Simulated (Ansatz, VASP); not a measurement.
# TiO in VASP and in Ansatz

```
Ti O
1.0
     2.78860    0.00000    0.00000
    -1.39430    2.41500    0.00000
     0.00000    0.00000    2.79376
Ti O
1 1
Direct
  0.66667 0.33333 0.00000
  0.00000 0.00000 0.50000
```

Alike in both runs: task single point; functional PBEsol; k mesh 18 × 18 × 16; occupations gaussian, width 0.15 eV; no spin polarisation.

|  | VASP | Ansatz |
| --- | --- | --- |
| version | VASP 6.6.1 | Ansatz 0.2.0 |
| potentials or method | VASP PAW PBE potentials, release 64 (Ti_sv, O), cutoff 520 eV | scalar-relativistic, plane waves, PAW |
| valence electrons in the cell | 18 | 18 |

|  | VASP | Ansatz | Ansatz less VASP |
| --- | --- | --- | --- |
| gap on the k mesh at the Fermi level (eV) | none | none | - |
| pressure (GPa) | 0.8 | 0.0 | -0.76 |
| traceless stress, the component that is largest in VASP (GPa) | 0.17 | 0.00 | -0.170 |

VASP's potentials were made for PBE, not for PBEsol, and Ansatz warns of the same on its side. A gap of «none» marks a metal or a gap that the smearing closes.
